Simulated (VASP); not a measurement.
**BaCaCd4Pb2F16: single point with PBE**

Crystal: BaCaCd4Pb2F16.

```
F Ca Cd Ba Pb
1.0
    -5.74470    5.74447    0.02935
    -5.74717    0.02688    5.73947
    -0.02688    5.74694    5.73948
F Ca Cd Ba Pb
16 1 4 1 2
Direct
  0.88598 0.85799 0.35732
  0.38918 0.87288 0.37220
  0.88053 0.39606 0.37789
  0.88063 0.87848 0.89544
  0.35846 0.39993 0.36422
  0.35828 0.86488 0.89940
  0.85824 0.35026 0.84958
  0.38075 0.38014 0.87948
  0.66363 0.59925 0.09854
  0.13443 0.61750 0.11707
  0.61439 0.13418 0.14588
  0.61431 0.64661 0.63357
  0.10277 0.16321 0.09842
  0.10277 0.59904 0.66254
  0.60830 0.11630 0.61570
  0.15510 0.12081 0.62006
  0.50260 0.99604 0.49534
  0.00167 0.00570 0.99637
  0.00983 0.50998 0.00935
  0.50357 0.49891 0.99824
  0.00173 0.49700 0.50497
  0.99982 0.99980 0.49919
  0.50022 0.00079 0.99801
  0.50022 0.49867 0.50015
```

```json
{"Program": "VASP 6.6.1", "Task": "single point", "Functional": "PBE", "Potentials or basis": "VASP PAW PBE potentials, release 64 (F, Ca_sv, Cd, Ba_sv, Pb_d)", "Cutoff": "520 eV", "k mesh": "2 × 2 × 2, shifted", "Occupations": "gaussian, width 0.1 eV", "Spin": "no spin polarisation", "Dipole correction": "no", "Further INCAR settings": "LREAL = Auto; ALGO = Normal; EDIFF = 1e-07; NBANDS = 122; ISYM = 0"}
```

```json
{"Pressure": "0.4 GPa", "Largest force": "0.096 eV/Å", "Band gap on the k mesh": "3.80 eV, indirect (least direct gap 3.81 eV)"}
```

Forces on the atoms (eV/Å):
```
F    0.034 -0.035 -0.029
F   -0.044  0.044 -0.073
F   -0.009 -0.050  0.043
F    0.051  0.007  0.044
F   -0.012  0.028 -0.008
F   -0.027  0.013 -0.008
F    0.003  0.000  0.029
F   -0.003  0.004 -0.023
F    0.006 -0.006  0.026
F   -0.022  0.021  0.032
F    0.012  0.004 -0.013
F   -0.005 -0.012 -0.014
F   -0.023 -0.010 -0.038
F    0.008  0.023 -0.038
F    0.038 -0.039  0.047
F   -0.030  0.031  0.026
Ca   0.007 -0.008  0.008
Cd   0.007  0.009 -0.003
Cd   0.024 -0.025 -0.014
Cd  -0.005  0.005  0.009
Cd  -0.009 -0.007 -0.003
Ba   0.002 -0.003 -0.017
Pb   0.003  0.009  0.009
Pb  -0.007 -0.003  0.007
```

Levels at points of the mesh, in eV from the valence-band top:
```
           k point  band 100  band 101  band 102  band 103  band 104  band 105  band 106  band 107  band 108  band 109
(0.25, 0.25, 0.25)     -0.84     -0.78     -0.74     -0.46     -0.01      3.80      5.32      5.56      5.60      5.74
```

Wall time 8 min on 1 thread of Oxide Virtual Turin-like Processor, with other jobs on the host, peak memory 0.54 GiB.

Caveat: spin-orbit coupling is left out, which moves the levels of the heavy elements. A hybrid or GW would open this gap; PBE tends to underestimate it.
